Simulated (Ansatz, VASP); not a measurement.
Two plane-wave programs on La2SiF

INCAR

```
  ALGO = Normal
  EDIFF = 1E-6
  ENCUT = 520
  GGA = PE
  ISIF = 2
  ISMEAR = 0
  LASPH = True
  LCHARG = True
  LELF = True
  LREAL = False
  LVHAR = True
  LWAVE = False
  NBANDS = 43
  NELM = 100
  PREC = Accurate
  SIGMA = 0.1
```

File KPOINTS:

```
k-points
0
Gamma
  8 8 4
```

POSCAR

```
La2SiF
1.0
    4.8627534654      0.0000000000      0.0000000000
    0.0000000000      4.8627534654      0.0000000000
    0.0000000000      0.0000000000     10.6280048367
La Si F
4 2 2
Direct
    0.5000000000      0.5000000000      0.0000000000
    0.0000000000      0.0000000000      0.0000000000
    0.0000000000      0.5000000000      0.3541348044
    0.5000000000      0.0000000000      0.6458651956
    0.5000000000      0.5000000000      0.5000000000
    0.0000000000      0.0000000000      0.5000000000
    0.0000000000      0.5000000000      0.9275632784
    0.5000000000      0.0000000000      0.0724367216
```

Input for Ansatz:

```yaml
crystal:
  lattice:
    - [4.8627534654, 0.0, 0.0]
    - [0.0, 4.8627534654, 0.0]
    - [0.0, 0.0, 10.6280048367]
  atoms:
    - { symbol: La, position: [0.5, 0.5, 0.0] }
    - { symbol: La, position: [0.0, 0.0, 0.0] }
    - { symbol: La, position: [0.0, 0.5, 0.3541348044] }
    - { symbol: La, position: [0.5, 0.0, 0.6458651956] }
    - { symbol: Si, position: [0.5, 0.5, 0.5] }
    - { symbol: Si, position: [0.0, 0.0, 0.5] }
    - { symbol: F, position: [0.0, 0.5, 0.9275632784] }
    - { symbol: F, position: [0.5, 0.0, 0.0724367216] }
basis:
  ecutwfc: 420
kpoints:
  mp_grid: { grid: [8, 8, 4] }
  band_path:
    path:
      - [[0.0, 0.0, 0.0], [0.0, 0.5, 0.0], [0.5, 0.5, 0.0], [0.0, 0.0, 0.0], [0.0, 0.0, 0.5], [0.0, 0.5, 0.5], [0.5, 0.5, 0.5], [0.0, 0.0, 0.5]]
      - [[0.0, 0.5, 0.0], [0.0, 0.5, 0.5]]
      - [[0.5, 0.5, 0.0], [0.5, 0.5, 0.5]]
    npoints: 14
hamiltonian:
  xc: pbe
scf:
  occupations: { method: gaussian, width: 0.1 }
  n_extra_bands: 20
output:
  forces: true
  stress: true
  eigenvalues: true
  populations: true
  dos: { projected: true, de: 0.02, nscf_kmesh: { grid: [10, 10, 5] } }
  bader: true
  write_density: true
  write_potential: true
  elf: true
  volumetric_format: npy
```

Alike in both runs: task single point; functional PBE; k mesh 8 × 8 × 4; occupations gaussian, width 0.1 eV; no spin polarisation.

```csv
,VASP,Ansatz
version,VASP 6.6.1,Ansatz 0.2.0
potentials or method,"VASP PAW PBE potentials, release 64 (La, Si, F), cutoff 520 eV","scalar-relativistic, plane waves, PAW"
valence electrons in the cell,66,66
```

```tsv
	VASP	Ansatz	Ansatz less VASP
gap on the k mesh at the Fermi level (eV)	none	none	-
pressure (GPa)	-0.1	0.0	+0.08
```

A gap of «none» marks a metal or a gap that the smearing closes. With one functional, cell and mesh, what is left measures potentials, basis and numerics.

Neither program's run includes spin-orbit coupling.
